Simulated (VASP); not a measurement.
# LaO4 (P-4m2) in VASP: a series of runs

The runs below take LaO4 through single point, relaxation of cell and atoms, with PBE.

Everything below comes from runs of VASP 6.6.1. Logs are shortened: lines on timing, memory, paths and dates and some standing lists are left out, and cuts for length are marked.

**1. The cell of the first run**

The structure is tetragonal, space group P-4m2 (No. 115). Conventional cell: a = 3.928 Å, b = 3.928 Å, c = 4.635 Å, α = 90.00°, β = 90.00°, γ = 90.00°. Within 2.1 Å of La (site symmetry -4m2) lie 2 O at 1.58 Å. Within 2.0 Å of O (site symmetry 2mm) lie 3 O at 1.47 to 1.97 Å and 1 La at 1.58 Å. Within 2.7 Å of O (site symmetry 2mm) lie 4 O at 1.97 to 2.38 Å and 2 La at 2.60 Å.

The cell was generated, and may not be a known phase.

**2. Single point, PBE**

INCAR reads:

```
SYSTEM = LaO4
PREC     = Accurate       ! precision mode
ENCUT    = 520            ! plane-wave cutoff, eV
EDIFF    = 1E-7           ! SCF threshold, eV
ISMEAR   = 0              ! smearing method
SIGMA    = 0.1            ! smearing width, eV
LREAL    = .False.        ! projectors in reciprocal space
LASPH    = .True.         ! aspherical terms in the spheres
NELM     = 100            ! most SCF steps
ALGO     = Normal         ! electronic algorithm
ISIF     = 2              ! what is computed and relaxed
LWAVE    = .False.        ! write WAVECAR
LCHARG   = .False.        ! write CHGCAR
GGA      = PE             ! functional
NBANDS   = 26             ! bands
```

KPOINTS reads:

```
regular mesh
0
Gamma
  4 4 4
  0 0 0
```

POSCAR reads:

```
LaO4
1.0
    3.9284387900      0.0000000000      0.0000000000
    0.0000000000      3.9284387900      0.0000000000
    0.0000000000      0.0000000000      4.6348574900
La O
1 4
Direct
    0.5000000000      0.5000000000      0.0000000000
    0.5000000000      0.5000000000      0.3413856100
    0.5000000000      0.5000000000      0.6586143900
    0.0000000000      0.5000000000      0.6311259300
    0.5000000000      0.0000000000      0.3688740700
```

Potentials or basis: VASP PAW PBE potentials, release 64 (La, O).

The run is started by

```
$ cat potpaw_PBE.64/La/POTCAR potpaw_PBE.64/O/POTCAR > POTCAR
$ mpirun -np 1 vasp_std > vasp.out
```

OUTCAR:

```text
SYSTEM = LaO4
   PREC = Accurate
   ENCUT = 520
   EDIFF = 1E-7
   ISMEAR = 0
   LREAL = .False.
   LASPH = .True.
   NELM = 100
   ISIF = 2
   GGA = PE

 ion  position               nearest neighbor table
   1  0.500  0.500  0.000-   2 1.58   3 1.58   4 2.60   5 2.60   5 2.60   4 2.60
   2  0.500  0.500  0.341-   3 1.47   1 1.58
   3  0.500  0.500  0.659-   2 1.47   1 1.58
   4  0.000  0.500  0.631-   1 2.60   1 2.60
   5  0.500  0.000  0.369-   1 2.60   1 2.60

  LATTYP: Found a simple tetragonal cell.
 ALAT       =     3.9284387900
 C/A-ratio  =     1.1798217403

  Lattice vectors:

 A1 = (   3.9284387900,   0.0000000000,   0.0000000000)
 A2 = (   0.0000000000,   3.9284387900,   0.0000000000)
 A3 = (   0.0000000000,   0.0000000000,   4.6348574900)

Analysis of symmetry for initial positions (statically):
=====================================================================
 Subroutine PRICEL returns:
 Original cell was already a primitive cell.

 Routine SETGRP: Setting up the symmetry group for a
 simple tetragonal supercell.

 Subroutine GETGRP returns: Found  8 space group operations
 (whereof  8 operations were pure point group operations)
 out of a pool of 16 trial point group operations.

The static configuration has the point symmetry D_2d.

Analysis of symmetry for dynamics (positions and initial velocities):
=====================================================================
 Subroutine PRICEL returns:
 Original cell was already a primitive cell.

 Routine SETGRP: Setting up the symmetry group for a
 simple tetragonal supercell.

 Subroutine GETGRP returns: Found  8 space group operations
 (whereof  8 operations were pure point group operations)
 out of a pool of 16 trial point group operations.

The dynamic configuration has the point symmetry D_2d.

 Subroutine INISYM returns: Found  8 space group operations
 (whereof  8 operations are pure point group operations),
 and found     1 'primitive' translations

----------------------------------------------------------------------------------------

                                     Primitive cell

  volume of cell :      71.5280

  direct lattice vectors                    reciprocal lattice vectors
     3.928438790  0.000000000  0.000000000     0.254554049  0.000000000  0.000000000
     0.000000000  3.928438790  0.000000000     0.000000000  0.254554049  0.000000000
     0.000000000  0.000000000  4.634857490     0.000000000  0.000000000  0.215756364

  length of vectors
     3.928438790  3.928438790  4.634857490     0.254554049  0.254554049  0.215756364

  position of ions in fractional coordinates (direct lattice)
     0.500000000  0.500000000  0.000000000
     0.500000000  0.500000000  0.341385610
     0.500000000  0.500000000  0.658614390
     0.000000000  0.500000000  0.631125930
     0.500000000  0.000000000  0.368874070

  ion indices of the primitive-cell ions
   primitive index   ion index
                 1           1
                 2           2
                 3           3
                 4           4
                 5           5

----------------------------------------------------------------------------------------

 KPOINTS: regular mesh

Automatic generation of k-mesh.
 Grid dimensions read from file:
 generate k-points for:    4    4    4

 Generating k-lattice:

  Cartesian coordinates                     Fractional coordinates (reciprocal lattice)
     0.063638512  0.000000000  0.000000000     0.250000000  0.000000000  0.000000000
     0.000000000  0.063638512  0.000000000     0.000000000  0.250000000  0.000000000
     0.000000000  0.000000000  0.053939091     0.000000000  0.000000000  0.250000000

  Length of vectors
     0.063638512  0.063638512  0.053939091

  Shift w.r.t. Gamma in fractional coordinates (k-lattice)
     0.000000000  0.000000000  0.000000000

 Subroutine IBZKPT returns following result:
 ===========================================

 Found     18 irreducible k-points:

 Following reciprocal coordinates:
            Coordinates               Weight
  0.000000  0.000000  0.000000      1.000000
  0.250000  0.000000  0.000000      4.000000
  0.500000  0.000000  0.000000      2.000000
  0.250000  0.250000  0.000000      4.000000
  0.500000  0.250000  0.000000      4.000000
  0.500000  0.500000  0.000000      1.000000
[... 10 lines left out ...]
  0.500000  0.250000  0.500000      4.000000
  0.500000  0.500000  0.500000      1.000000
   k-points           NKPTS =     18   k-points in BZ     NKDIM =     18   number of bands    NBANDS=     26
   number of dos      NEDOS =    301   number of ions     NIONS =      5
   total plane-waves  NPLWV =  32400
   dimension x,y,z NGX =    30 NGY =   30 NGZ =   36
   dimension x,y,z NGXF=    60 NGYF=   60 NGZF=   72
   ions per type =               1   4
   NGX,Y,Z   is equivalent  to a cutoff of  12.70, 12.70, 12.91 a.u.
   NGXF,Y,Z  is equivalent  to a cutoff of  25.39, 25.39, 25.83 a.u.
 SYSTEM =  LaO4
   PREC   = accura    normal or accurate (medium, high low for compatibility)
   ISTART =      0    job   : 0-new  1-cont  2-samecut
   ICHARG =      2    charge: 1-file 2-atom 10-const
   ISPIN  =      1    spin polarized calculation?
   LNONCOLLINEAR =      F non collinear calculations
   LSORBIT =      F    spin-orbit coupling
   LASPH  =      T    aspherical Exc in radial PAW
   ENCUT  =  520.0 eV  38.22 Ry    6.18 a.u.   7.30  7.30  8.62*2*pi/ulx,y,z
   NELM   =    100;   NELMIN=  2; NELMDL= -5     # of ELM steps
   EDIFF  = 0.1E-06   stopping-criterion for ELM
   LREAL  =      F    real-space projection
   EDIFFG = 0.1E-05   stopping-criterion for IOM
   NSW    =      0    number of steps for IOM
   IBRION =     -1    ionic relax: 0-MD 1-quasi-New 2-CG
   NFREE  =      0    steps in history (QN), initial steepest desc. (CG)
   ISIF   =      2    stress and relaxation
   ISYM   =      2    0-nonsym 1-usesym 2-fastsym
   POTIM  = 0.5000    time-step for ionic-motion
   TEBEG  =    0.0;   TEEND  =   0.0 temperature during run
   PSTRESS=    0.0 pullay stress
   NELECT =      35.0000    total number of electrons
   NUPDOWN=      -1.0000    fix difference up-down
   EMIN   =  10.00;   EMAX   =-10.00  energy-range for DOS
   EFERMI =   0.00;   METHOD = LEGACY
   ISMEAR =     0;   SIGMA  =   0.10  broadening in eV -4-tet -1-fermi 0-gaus
   EFERMI_NEDOS =   21; number of points for ismear=-14 and -15
   IALGO  =     38    algorithm
   IMIX   =      4    mixing-type and parameters
     AMIX     =   0.40;   BMIX     =  1.00
     AMIX_MAG =   1.60;   BMIX_MAG =  1.00
  volume/ion in A,a.u.               =      14.31        96.54
  Fermi-wavevector in a.u.,A,eV,Ry     =   1.290047  2.437835 22.643090  1.664220
  Thomas-Fermi vector in A             =   2.421902
   LORBIT       =      0    0 simple, 1 ext, 2 COOP (PROOUT), +10 PAW based schemes
   GGA     = PE    functional components
   LHFCALC =     F    Hartree Fock is set to
   AEXX    =    0.0000 exact exchange contribution
   IVDW    =     0    specifies the selected vdW correction
   LEPSILON=     F    determine dielectric tensor
   LRPA    =     F    only Hartree local field effects (RPA)
 non-spin polarized calculation
 Gauss-broadening in eV      SIGMA  =   0.10
  energy-cutoff  :      520.00
  volume of cell :       71.53
 maximum number of plane-waves:      1961
 NGX is ok and might be reduce to    30
   NGX = 15   NGY = 15   NGZ = 17

 number of electron      34.9999998 magnetization

 Free energy of the ion-electron system (eV)
  ---------------------------------------------------
  ext. energy  EPLUGINS =         0.00000000
  ---------------------------------------------------
  free energy    TOTEN  =       -16.13505741 eV

  energy without entropy =      -16.11965497  energy(sigma->0) =      -16.12735619

 E-fermi :   3.6632     XC(G=0):  -9.4469

 val. band max:        3.6541315963   @ k =   0.2500   0.2500   0.5000
 cond. band min:       3.7109012070   @ k =   0.2500   0.2500   0.2500
 fundamental gap:      0.0567696107
 Fermi energy:         3.6631540302

 k-point     1 :       0.0000    0.0000    0.0000
  band No.  band energies     occupation
      1     -29.5781      2.00000
      2     -22.7192      2.00000
      3     -18.3531      2.00000
      4     -12.2756      2.00000
      5     -12.2060      2.00000
      6     -11.2357      2.00000
[... 18 lines left out ...]
     25       9.2926      0.00000
     26       9.4536      0.00000

 k-point     2 :       0.2500    0.0000    0.0000
  band No.  band energies     occupation
      1     -29.5619      2.00000
      2     -22.7033      2.00000
      3     -18.2975      2.00000
      4     -13.1930      2.00000
      5     -12.2285      2.00000
      6     -11.2131      2.00000
[... 18 lines left out ...]
     25       9.2400      0.00000
     26       9.4526      0.00000

 k-point     3 :       0.5000    0.0000    0.0000
  band No.  band energies     occupation
      1     -29.5456      2.00000
      2     -22.6873      2.00000
      3     -18.2380      2.00000
      4     -13.7647      2.00000
      5     -12.2165      2.00000
      6     -11.1903      2.00000
[... 18 lines left out ...]
     25       9.2791      0.00000
     26       9.4901      0.00000

 k-point     4 :       0.2500    0.2500    0.0000
  band No.  band energies     occupation
      1     -29.5458      2.00000
      2     -22.6874      2.00000
      3     -18.2419      2.00000
      4     -13.1846      2.00000
      5     -13.1642      2.00000
      6     -10.6092      2.00000
[... 18 lines left out ...]
     25       9.3923      0.00000
     26       9.4405      0.00000

 k-point     5 :       0.5000    0.2500    0.0000
  band No.  band energies     occupation
      1     -29.5297      2.00000
      2     -22.6714      2.00000
      3     -18.1824      2.00000
      4     -13.7447      2.00000
      5     -13.1559      2.00000
      6     -10.5801      2.00000
[... 18 lines left out ...]
     25       9.3190      0.00000
     26       9.5542      0.00000

 k-point     6 :       0.5000    0.5000    0.0000
  band No.  band energies     occupation
      1     -29.5135      2.00000
      2     -22.6554      2.00000
      3     -18.1225      2.00000
      4     -13.7243      2.00000
      5     -13.7243      2.00000
      6     -10.3830      2.00000
[... 253 lines left out ...]
 k-point    15 :       0.5000    0.0000    0.5000
  band No.  band energies     occupation
      1     -29.3949      2.00000
      2     -23.8721      2.00000
      3     -13.7172      2.00000
      4     -13.5507      2.00000
      5     -13.0388      2.00000
      6     -11.8255      2.00000
[... 18 lines left out ...]
     25       9.5789      0.00000
     26       9.7670      0.00000

 k-point    16 :       0.2500    0.2500    0.5000
  band No.  band energies     occupation
      1     -29.3950      2.00000
      2     -23.8727      2.00000
      3     -13.7822      2.00000
      4     -13.3651      2.00000
      5     -12.7027      2.00000
      6     -12.5922      2.00000
[... 18 lines left out ...]
     25       9.4930      0.00000
     26       9.5009      0.00000

 k-point    17 :       0.5000    0.2500    0.5000
  band No.  band energies     occupation
      1     -29.3800      2.00000
      2     -23.8476      2.00000
      3     -13.6639      2.00000
      4     -13.5343      2.00000
      5     -13.0701      2.00000
      6     -12.6120      2.00000
[... 18 lines left out ...]
     25       9.4061      0.00000
     26       9.9022      0.00000

 k-point    18 :       0.5000    0.5000    0.5000
  band No.  band energies     occupation
      1     -29.3651      2.00000
      2     -23.8227      2.00000
      3     -13.5180      2.00000
      4     -13.5180      2.00000
      5     -13.4167      2.00000
      6     -12.8641      2.00000
[... 18 lines left out ...]
     25       9.3343      0.00000
     26      10.4574      0.00000

------------------------ aborting loop because EDIFF is reached ----------------------------------------

  FORCE on cell =-STRESS in cart. coord.  units (eV):
  Direction    XX          YY          ZZ          XY          YZ          ZX
  --------------------------------------------------------------------------------------
  -------------------------------------------------------------------------------------
  Total        3.7269393      3.7269393     76.0826666      0.0000000      0.0000000      0.0000000
  in kB       83.4807863     83.4807863   1704.1975679      0.0000000      0.0000000      0.0000000
  external PRESSURE =     623.7197135 kB  Pullay stress =       0.0000000 kB

 VOLUME and BASIS-vectors are now :
 -----------------------------------------------------------------------------
  energy-cutoff  :      520.00
  volume of cell :       71.53
      direct lattice vectors                 reciprocal lattice vectors
     3.928438790  0.000000000  0.000000000     0.254554049  0.000000000  0.000000000
     0.000000000  3.928438790  0.000000000     0.000000000  0.254554049  0.000000000
     0.000000000  0.000000000  4.634857490     0.000000000  0.000000000  0.215756364

 POSITION                                       TOTAL-FORCE (eV/Angst)
 -----------------------------------------------------------------------------------
      1.96422      1.96422      0.00000         0.000000      0.000000      0.000000
      1.96422      1.96422      1.58227         0.000000     -0.000000     11.291579
      1.96422      1.96422      3.05258        -0.000000      0.000000    -11.291579
      0.00000      1.96422      2.92518         0.000000     -0.000000      2.028457
      1.96422      0.00000      1.70968         0.000000     -0.000000     -2.028457
 -----------------------------------------------------------------------------------
    total drift:                                0.000000      0.000000      0.000000

  FREE ENERGIE OF THE ION-ELECTRON SYSTEM (eV)
  ---------------------------------------------------
  free  energy   TOTEN  =       -16.1350574136 eV

  energy  without entropy=      -16.1196549692  energy(sigma->0) =      -16.12735619
```

Run time: 37 s. Hardware: 1 thread of Intel Xeon 8259CL, shared host; peak memory 0.2 GiB.

Results:

- Free energy: -16.1351 eV
- Pressure: 62.4 GPa
- Largest force: 11.292 eV/Å
- Band gap on the k mesh: zero (an odd number of electrons rules out a gap without spin polarisation)

Forces on the atoms (eV/Å):
```
La    0.000   0.000   0.000
O     0.000   0.000  11.292
O     0.000   0.000 -11.292
O     0.000   0.000   2.028
O     0.000   0.000  -2.028
```

Levels at points of the mesh, in eV from the Fermi level:
```
           k point  band 13  band 14  band 15  band 16  band 17  band 18  band 19  band 20  band 21  band 22
(0.00, 0.00, 0.00)    -5.64    -1.85    -1.69    -0.54    -0.54     1.35     1.35     1.95     2.80     4.30
(0.50, 0.00, 0.00)    -5.08    -1.96    -1.40    -1.03    -0.93    -0.53     1.33     2.36     4.20     5.13
(0.50, 0.50, 0.00)    -5.05    -2.41    -1.67    -1.60    -0.53    -0.53    -0.43     2.76     3.57     5.35
(0.00, 0.00, 0.50)    -2.46    -2.12    -0.50    -0.50     0.28     1.03     1.37     1.37     4.71     4.80
(0.50, 0.00, 0.50)    -2.33    -1.75    -1.42    -0.98    -0.74     0.58     1.26     1.37     4.96     5.09
(0.50, 0.50, 0.50)    -2.00    -1.91    -1.87    -1.28    -1.28    -0.97     0.77     1.54     3.39     5.42
```

Caveat: the k points lie up to 0.40 Å⁻¹ apart, too coarse for converged energies and pressures of a metal; spin-orbit coupling is left out, which moves the levels of the heavy elements; an odd number of electrons without spin polarisation forces a metal; a magnetic or distorted state may lie lower.

(Part 1 of 2 ends here.)

The gap in the log of VASP goes by the Fermi energy; the results here count the filled bands.